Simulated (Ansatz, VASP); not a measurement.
## KTe2Cl: VASP beside Ansatz

```
K Te Cl
1.0
     5.54321    0.00000    0.00000
    -2.77160    4.80056    0.00000
     0.00000    0.00000    5.08806
K Te Cl
1 2 1
Direct
  0.00000 0.00000 0.50000
  0.33333 0.66667 0.50000
  0.66667 0.33333 0.50000
  0.00000 0.00000 0.00000
```

Alike in both runs: task single point; functional PBE; k mesh 6 × 6 × 4; occupations gaussian, width 0.1 eV; no spin polarisation.

|  | VASP | Ansatz |
| --- | --- | --- |
| version | VASP 6.6.1 | Ansatz 0.2.0 |
| potentials or method | VASP PAW PBE potentials, release 64 (K_sv, Te, Cl), cutoff 520 eV | scalar-relativistic, plane waves, PAW |
| valence electrons in the cell | 28 | 48 |

VASP gave:

```
gap on the k mesh at the Fermi level (eV)                     : none
pressure (GPa)                                                : 5.6
traceless stress, the component that is largest in VASP (GPa) : 4.76
```

Q: Which values does Ansatz return?

A: gap on the k mesh at the Fermi level (eV): none; pressure (GPa): 5.5; traceless stress, the component that is largest in VASP (GPa): 4.61.

A gap of «none» marks a metal or a gap that the smearing closes. VASP's potentials hold 28 valence electrons a cell and Ansatz's 48, so a difference there can come from the potentials and not from the codes.

Spin-orbit coupling is off throughout.
